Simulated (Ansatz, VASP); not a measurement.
## Two plane-wave programs on BaTiO3

File INCAR:

```
SYSTEM = BaTiO3
ALGO = Normal
EDIFF = 1E-6
ENCUT = 600
GGA = PS
GGA_COMPAT = .False.
ISIF = 2
ISMEAR = 0
LASPH = .True.
LCHARG = .True.
LDAU = .True.
LDAUJ = 0 0 0
LDAUL = -1 2 -1
LDAUPRINT = 1
LDAUTYPE = 2
LDAUU = 0 2 0
LELF = .True.
LMAXMIX = 4
LREAL = .False.
LVHAR = .True.
LWAVE = .False.
NBANDS = 28
NELM = 200
PREC = Accurate
SIGMA = 0.01
```

Contents of KPOINTS:

```
k-points
0
Gamma
  6 6 6
  0 0 0
```

Contents of POSCAR:

```
BaTiO3
1.0
    3.9855000000      0.0000000000      0.0000000000
    0.0000000000      2.8369000000     -2.8451500000
    0.0000000000      2.8369000000      2.8451500000
Ba Ti O
1 1 3
Direct
    0.0000000000      0.0000000000      0.0000000000
    0.5000000000      0.4876000000      0.5124000000
    0.0000000000      0.5126000000      0.4874000000
    0.5000000000      0.0081600000      0.5052400000
    0.5000000000      0.4947600000      0.9918400000
```

Input for Ansatz:

```yaml
crystal:
  lattice:
    a: 3.9855
    b: 5.6738
    c: 5.6903
    alpha: 90.0
    beta: 90.0
    gamma: 90.0
  space_group: 38
  setting:
    hermann_mauguin: Amm2
  atoms:
    - { symbol: Ba, position: [0.0, 0.0, 0.0] }
    - { symbol: Ti, position: [0.5, 0.5, 0.0124] }
    - { symbol: O, position: [0.0, 0.5, 0.9874] }
    - { symbol: O, position: [0.5, 0.2567, 0.24854] }
  reduce_to_primitive: true
kpoints:
  mp_grid:
    grid: [6, 6, 6]
    shift: [0.0, 0.0, 0.0]
hamiltonian:
  xc: pbesol
  hubbard:
    - { species: Ti, l: d, u_eff: 2.0 }
scf:
  occupations:
    method: fixed
output:
  eigenvalues: true
```

Alike in both runs: task single point; functional PBEsol; k mesh 6 × 6 × 6; no spin polarisation; Hubbard terms Ti d U = 2.0 eV.

|  | VASP | Ansatz |
| --- | --- | --- |
| version | VASP 6.6.1 | Ansatz 0.2.0 |
| potentials or method | VASP PAW PBE potentials, release 64 (Ba_sv, Ti_sv, O) | plane waves, PAW |
| plane-wave cutoff (eV) | 600 | 420 |
| occupations | gaussian, width 0.01 eV | fixed |
| valence electrons in the cell | 40 | 40 |

Ansatz gave:

```
gap on the k mesh at the Fermi level (eV) : 2.07
```

**Question.** Which values does VASP return?

**Answer.** gap on the k mesh at the Fermi level (eV): 2.02.

VASP's potentials were made for PBE, not for PBEsol. The programs project onto different local orbitals, so the same U acts differently, and such runs can settle in different states.

Spin-orbit coupling is off throughout.
